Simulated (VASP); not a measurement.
Input of a VASP 6.6.1 run:

The input INCAR:

```
SYSTEM = Ni
PREC = Accurate
ENCUT = 520
EDIFF = 1E-6
ISMEAR = -1
SIGMA = 0.05
LREAL = .FALSE.
LASPH = .TRUE.
NELM = 150
ALGO = Normal
ISIF = 2
LWAVE = .FALSE.
LCHARG = .FALSE.
ISPIN = 2
MAGMOM = 0.634
LORBIT = 11
LMAXMIX = 4
GGA = RE
NBANDS = 15
```

The input KPOINTS:

```
regular mesh
0
G
  15 15 15
  0 0 0
```

The input POSCAR:

```
Ni
1.0
    2.3779431016      0.0000000000      0.0000000000
    0.0000000000      2.3779431016      0.0000000000
    0.0000000000      0.0000000000      2.3779431016
Ni
1
Direct
    0.0000000000      0.0000000000      0.0000000000
```

Potentials or basis: VASP PAW PBE potentials, release 64 (Ni).

Launch:

```bash
$ cat potpaw_PBE.64/Ni/POTCAR > POTCAR
$ mpirun -np 1 vasp_std > vasp.out
```

What does it give for the net moment?

0.66 μB per cell.

Estimate the site moments.

Ni +0.67 μB.

Caveat: the cell stands under tension.
